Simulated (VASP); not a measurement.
# Sn2H (P6/mmm) in VASP: notebook

The runs below take Sn2H through single point, relaxation of cell and atoms, with PBE.

All numbers are computed with VASP 6.6.1; they aren't measurements. Logs are shortened: lines on timing, memory, paths and dates and some standing lists are left out, and cuts for length are marked.

**1. The cell of the first run**

It takes space group P6/mmm (No. 191, hexagonal). Conventional cell: a = 3.504 Å, b = 3.504 Å, c = 12.219 Å, α = 90.00°, β = 90.00°, γ = 120.00°. Sn (site symmetry 6mm) has 8 Sn at 3.01 to 3.50 Å and 6 H at 3.63 Å within 4.0 Å. Sn (site symmetry 6/mmm) has 6 H at 2.02 Å within 2.7 Å. Within 4.1 Å of Sn (site symmetry 6/mmm) lie 8 Sn at 3.10 to 3.50 Å. Within 2.7 Å of H (site symmetry -6m2) lie 3 H at 2.02 Å and 3 Sn at 2.02 Å.

The cell was generated, and may not be a known phase.

**2. Single point, PBE**

INCAR

```
ALGO     = Normal         # electronic algorithm
EDIFF    = 1E-6           # SCF threshold, eV
ENCUT    = 520            # plane-wave cutoff, eV
GGA      = PE             # functional
ISIF     = 2              # what is computed and relaxed
ISMEAR   = 0              # smearing method
LASPH    = T              # aspherical terms in the spheres
LCHARG   = F              # write CHGCAR
LREAL    = F              # projectors in reciprocal space
LWAVE    = F              # write WAVECAR
NBANDS   = 38             # bands
NELM     = 80             # most SCF steps
PREC     = Accurate       # precision mode
SIGMA    = 0.1            # smearing width, eV
```

KPOINTS

```
k-points
0
Gamma
  12 12 4
```

POSCAR

```
Sn2H
1.0
    3.5039694167      0.0000000000      0.0000000000
   -1.7519847084      3.0345265290      0.0000000000
    0.0000000000      0.0000000000     12.2185280233
Sn H
4 2
Direct
    0.0000000000      0.0000000000      0.7466005045
    0.0000000000      0.0000000000      0.2533994955
    0.0000000000      0.0000000000      0.5000000000
    0.0000000000      0.0000000000      0.0000000000
    0.3333333333      0.6666666667      0.5000000000
    0.6666666667      0.3333333333      0.5000000000
```

Potentials or basis: VASP PAW PBE potentials, release 64 (Sn_d, H).

Run with:

```sh
> cat potpaw_PBE.64/Sn_d/POTCAR potpaw_PBE.64/H/POTCAR > POTCAR
> mpirun -np 1 vasp_std > vasp.out
```

OUTCAR:

```text
EDIFF = 1E-6
   ENCUT = 520
   GGA = PE
   ISIF = 2
   ISMEAR = 0
   LASPH = T
   LREAL = F
   NELM = 80
   PREC = Accurate

 ion  position               nearest neighbor table
   1  0.000  0.000  0.747-   3 3.01   4 3.10
   2  0.000  0.000  0.253-   3 3.01   4 3.10
   3  0.000  0.000  0.500-   5 2.02   6 2.02   6 2.02   5 2.02   6 2.02   5 2.02   1 3.01   2 3.01

   4  0.000  0.000  0.000-   1 3.10   2 3.10
   5  0.333  0.667  0.500-   3 2.02   3 2.02   3 2.02
   6  0.667  0.333  0.500-   3 2.02   3 2.02   3 2.02

  LATTYP: Found a hexagonal cell.
 ALAT       =     3.5039694167
 C/A-ratio  =     3.4870532731

  Lattice vectors:

 A1 = (   3.5039694167,   0.0000000000,   0.0000000000)
 A2 = (  -1.7519847084,   3.0345265290,   0.0000000000)
 A3 = (   0.0000000000,   0.0000000000,  12.2185280233)

Analysis of symmetry for initial positions (statically):
=====================================================================
 Subroutine PRICEL returns:
 Original cell was already a primitive cell.

 Routine SETGRP: Setting up the symmetry group for a
 hexagonal supercell.

 Subroutine GETGRP returns: Found 24 space group operations
 (whereof 24 operations were pure point group operations)
 out of a pool of 24 trial point group operations.

The static configuration has the point symmetry D_6h.

Analysis of symmetry for dynamics (positions and initial velocities):
=====================================================================
 Subroutine PRICEL returns:
 Original cell was already a primitive cell.

 Routine SETGRP: Setting up the symmetry group for a
 hexagonal supercell.

 Subroutine GETGRP returns: Found 24 space group operations
 (whereof 24 operations were pure point group operations)
 out of a pool of 24 trial point group operations.

The dynamic configuration has the point symmetry D_6h.

 Subroutine INISYM returns: Found 24 space group operations
 (whereof 24 operations are pure point group operations),
 and found     1 'primitive' translations

----------------------------------------------------------------------------------------

                                     Primitive cell

  volume of cell :     129.9182

  direct lattice vectors                    reciprocal lattice vectors
     3.503969417  0.000000000  0.000000000     0.285390619  0.164770351  0.000000000
    -1.751984708  3.034526529  0.000000000     0.000000000  0.329540701  0.000000000
     0.000000000  0.000000000 12.218528023     0.000000000  0.000000000  0.081842919

  length of vectors
     3.503969417  3.503969417 12.218528023     0.329540701  0.329540701  0.081842919

  position of ions in fractional coordinates (direct lattice)
     0.000000000  0.000000000  0.746600505
     0.000000000  0.000000000  0.253399495
     0.000000000  0.000000000  0.500000000
     0.000000000  0.000000000  0.000000000
     0.333333333  0.666666667  0.500000000
     0.666666667  0.333333333  0.500000000

  ion indices of the primitive-cell ions
   primitive index   ion index
                 1           1
                 2           2
                 3           3
                 4           4
                 5           5
                 6           6

----------------------------------------------------------------------------------------

 KPOINTS: k-points

Automatic generation of k-mesh.
 Grid dimensions read from file:
 generate k-points for:   12   12    4

 Generating k-lattice:

  Cartesian coordinates                     Fractional coordinates (reciprocal lattice)
     0.023782552  0.013730863  0.000000000     0.083333333 -0.000000000  0.000000000
     0.000000000  0.027461725  0.000000000     0.000000000  0.083333333  0.000000000
     0.000000000  0.000000000  0.020460730     0.000000000  0.000000000  0.250000000

  Length of vectors
     0.027461725  0.027461725  0.020460730

  Shift w.r.t. Gamma in fractional coordinates (k-lattice)
     0.000000000  0.000000000  0.000000000

 Subroutine IBZKPT returns following result:
 ===========================================

 Found     57 irreducible k-points:

 Following reciprocal coordinates:
            Coordinates               Weight
  0.000000  0.000000  0.000000      1.000000
  0.083333  0.000000  0.000000      6.000000
  0.166667  0.000000  0.000000      6.000000
  0.250000  0.000000  0.000000      6.000000
  0.333333  0.000000  0.000000      6.000000
  0.416667  0.000000  0.000000      6.000000
[... 16 lines left out ...]
  0.250000  0.000000  0.250000     12.000000
  0.333333  0.000000  0.250000     12.000000
 [... further k-points ...]
   k-points           NKPTS =     57   k-points in BZ     NKDIM =     57   number of bands    NBANDS=     38
   number of dos      NEDOS =    301   number of ions     NIONS =      6
   total plane-waves  NPLWV =  75264
   dimension x,y,z NGX =    28 NGY =   28 NGZ =   96
   dimension x,y,z NGXF=    56 NGYF=   56 NGZF=  192
   ions per type =               4   2
   NGX,Y,Z   is equivalent  to a cutoff of  13.28, 13.28, 13.06 a.u.
   NGXF,Y,Z  is equivalent  to a cutoff of  26.57, 26.57, 26.12 a.u.
 SYSTEM =  unknown system
   PREC   = accura    normal or accurate (medium, high low for compatibility)
   ISTART =      0    job   : 0-new  1-cont  2-samecut
   ICHARG =      2    charge: 1-file 2-atom 10-const
   ISPIN  =      1    spin polarized calculation?
   LNONCOLLINEAR =      F non collinear calculations
   LSORBIT =      F    spin-orbit coupling
   LASPH  =      T    aspherical Exc in radial PAW
   ENCUT  =  520.0 eV  38.22 Ry    6.18 a.u.   6.52  6.52 22.72*2*pi/ulx,y,z
   NELM   =     80;   NELMIN=  2; NELMDL= -5     # of ELM steps
   EDIFF  = 0.1E-05   stopping-criterion for ELM
   LREAL  =      F    real-space projection
   EDIFFG = 0.1E-04   stopping-criterion for IOM
   NSW    =      0    number of steps for IOM
   IBRION =     -1    ionic relax: 0-MD 1-quasi-New 2-CG
   NFREE  =      0    steps in history (QN), initial steepest desc. (CG)
   ISIF   =      2    stress and relaxation
   ISYM   =      2    0-nonsym 1-usesym 2-fastsym
   POTIM  = 0.5000    time-step for ionic-motion
   TEBEG  =    0.0;   TEEND  =   0.0 temperature during run
   PSTRESS=    0.0 pullay stress
   NELECT =      58.0000    total number of electrons
   NUPDOWN=      -1.0000    fix difference up-down
   EMIN   =  10.00;   EMAX   =-10.00  energy-range for DOS
   EFERMI =   0.00;   METHOD = LEGACY
   ISMEAR =     0;   SIGMA  =   0.10  broadening in eV -4-tet -1-fermi 0-gaus
   EFERMI_NEDOS =   21; number of points for ismear=-14 and -15
   IALGO  =     38    algorithm
   IMIX   =      4    mixing-type and parameters
     AMIX     =   0.40;   BMIX     =  1.00
     AMIX_MAG =   1.60;   BMIX_MAG =  1.00
  volume/ion in A,a.u.               =      21.65       146.12
  Fermi-wavevector in a.u.,A,eV,Ry     =   1.251202  2.364429 21.300010  1.565507
  Thomas-Fermi vector in A             =   2.385161
   LORBIT       =      0    0 simple, 1 ext, 2 COOP (PROOUT), +10 PAW based schemes
   GGA     = PE    functional components
   LHFCALC =     F    Hartree Fock is set to
   AEXX    =    0.0000 exact exchange contribution
   IVDW    =     0    specifies the selected vdW correction
   LEPSILON=     F    determine dielectric tensor
   LRPA    =     F    only Hartree local field effects (RPA)
 non-spin polarized calculation
 Gauss-broadening in eV      SIGMA  =   0.10
  energy-cutoff  :      520.00
  volume of cell :      129.92
 maximum number of plane-waves:      3549
 NGX is ok and might be reduce to    28
   NGX = 13   NGY = 13   NGZ = 45

 number of electron      58.0000019 magnetization

 Free energy of the ion-electron system (eV)
  ---------------------------------------------------
  ext. energy  EPLUGINS =         0.00000000
  ---------------------------------------------------
  free energy    TOTEN  =       -19.67714120 eV

  energy without entropy =      -19.66313770  energy(sigma->0) =      -19.67013945

 E-fermi :   6.1853     XC(G=0):  -9.6943

 val. band max:        6.1742426197   @ k =   0.1667   0.0000   0.0000
 cond. band min:       6.2037622961   @ k =   0.4167   0.0000   0.2500
 fundamental gap:      0.0295196764
 Fermi energy:         6.1852924707

 k-point     1 :       0.0000    0.0000    0.0000
  band No.  band energies     occupation
      1     -15.4112      2.00000
      2     -15.2876      2.00000
      3     -15.2647      2.00000
      4     -15.2647      2.00000
      5     -15.2454      2.00000
      6     -15.2454      2.00000
[... 30 lines left out ...]
     37      13.6896      0.00000
     38      13.6896      0.00000

 k-point     2 :       0.0833    0.0000    0.0000
  band No.  band energies     occupation
      1     -15.4062      2.00000
      2     -15.2834      2.00000
      3     -15.2682      2.00000
      4     -15.2570      2.00000
      5     -15.2460      2.00000
      6     -15.2391      2.00000
[... 30 lines left out ...]
     37      13.0972      0.00000
     38      13.3731      0.00000

 k-point     3 :       0.1667    0.0000    0.0000
  band No.  band energies     occupation
      1     -15.3938      2.00000
      2     -15.2853      2.00000
      3     -15.2665      2.00000
      4     -15.2450      2.00000
      5     -15.2361      2.00000
      6     -15.2219      2.00000
[... 30 lines left out ...]
     37      12.6910      0.00000
     38      13.7958      0.00000

 k-point     4 :       0.2500    0.0000    0.0000
  band No.  band energies     occupation
      1     -15.3812      2.00000
      2     -15.2994      2.00000
      3     -15.2616      2.00000
      4     -15.2318      2.00000
      5     -15.2314      2.00000
      6     -15.2113      2.00000
[... 30 lines left out ...]
     37      12.5186      0.00000
     38      13.1482      0.00000
[... 703 lines left out ...]
      4     -15.2468      2.00000
      5     -15.2361      2.00000
      6     -15.2219      2.00000
[... 30 lines left out ...]
     37      12.5422      0.00000
     38      14.0589      0.00000

 k-point    23 :       0.2500    0.0000    0.2500
  band No.  band energies     occupation
      1     -15.3724      2.00000
      2     -15.3020      2.00000
      3     -15.2727      2.00000
      4     -15.2431      2.00000
      5     -15.2286      2.00000
      6     -15.2090      2.00000
[... 30 lines left out ...]
     37      12.1347      0.00000
     38      12.8461      0.00000

 k-point    24 :       0.3333    0.0000    0.2500
  band No.  band energies     occupation
      1     -15.3692      2.00000
      2     -15.3093      2.00000
      3     -15.2676      2.00000
      4     -15.2414      2.00000
      5     -15.2326      2.00000
      6     -15.2177      2.00000
[... 30 lines left out ...]
     37      11.2749      0.00000
     38      12.6738      0.00000

 [... further k-points ...]

------------------------ aborting loop because EDIFF is reached ----------------------------------------

  FORCE on cell =-STRESS in cart. coord.  units (eV):
  Direction    XX          YY          ZZ          XY          YZ          ZX
  --------------------------------------------------------------------------------------
  -------------------------------------------------------------------------------------
  Total       -0.0477827     -0.0477827     -0.0893483      0.0000000      0.0000000      0.0000000
  in kB       -0.5892654     -0.5892654     -1.1018603      0.0000000      0.0000000      0.0000000
  external PRESSURE =      -0.7601304 kB  Pullay stress =       0.0000000 kB

 VOLUME and BASIS-vectors are now :
 -----------------------------------------------------------------------------
  energy-cutoff  :      520.00
  volume of cell :      129.92
      direct lattice vectors                 reciprocal lattice vectors
     3.503969417  0.000000000  0.000000000     0.285390619  0.164770351  0.000000000
    -1.751984708  3.034526529  0.000000000     0.000000000  0.329540701  0.000000000
     0.000000000  0.000000000 12.218528023     0.000000000  0.000000000  0.081842919

 POSITION                                       TOTAL-FORCE (eV/Angst)
 -----------------------------------------------------------------------------------
      0.00000      0.00000      9.12236        -0.000000      0.000000      0.006191
      0.00000      0.00000      3.09617         0.000000     -0.000000     -0.006191
      0.00000      0.00000      6.10926        -0.000000      0.000000     -0.000000
      0.00000      0.00000      0.00000        -0.000000      0.000000     -0.000000
     -0.00000      2.02302      6.10926        -0.000000     -0.000000     -0.000000
      1.75198      1.01151      6.10926         0.000000      0.000000     -0.000000
 -----------------------------------------------------------------------------------
    total drift:                               -0.000000     -0.000000      0.000000

  FREE ENERGIE OF THE ION-ELECTRON SYSTEM (eV)
  ---------------------------------------------------
  free  energy   TOTEN  =       -19.6771412011 eV

  energy  without entropy=      -19.6631377019  energy(sigma->0) =      -19.67013945
```

Wall time 4.1 min (1 thread of Intel Xeon Platinum 8559C (Emerald Rapids), shared host); peak memory 0.37 GiB.

What came out:

```yaml
Free_energy: -19.6771 eV
Pressure: -0.1 GPa
Largest_force: 0.006 eV/Å
Band_gap_on_the_k_mesh: zero (bands 29 and 30 overlap by 6.03 eV)
```

Forces in eV/Å, atoms in the order of the input:
```
Sn   0.000  0.000  0.006
Sn   0.000  0.000 -0.006
Sn   0.000  0.000  0.000
Sn   0.000  0.000  0.000
H    0.000  0.000  0.000
H    0.000  0.000  0.000
```

Levels at points of the mesh, in eV from the Fermi level:
```tsv
k point	band 27	band 28	band 29	band 30	band 31	band 32
(0.00, 0.00, 0.00)	0.10	0.50	4.71	4.71	5.32	5.78
(0.50, 0.00, 0.00)	-2.77	-1.71	-1.66	0.05	1.79	2.87
(0.00, 0.00, 0.50)	0.50	2.65	3.45	4.79	4.79	5.40
(0.50, 0.00, 0.50)	-2.55	-1.85	-0.68	-0.10	0.87	1.82
```

Caveat: spin-orbit coupling is left out, which moves the levels of the heavy elements.

(Part 1 of 2 ends here.)

The gap in the log of VASP goes by the Fermi energy; the results here count the filled bands.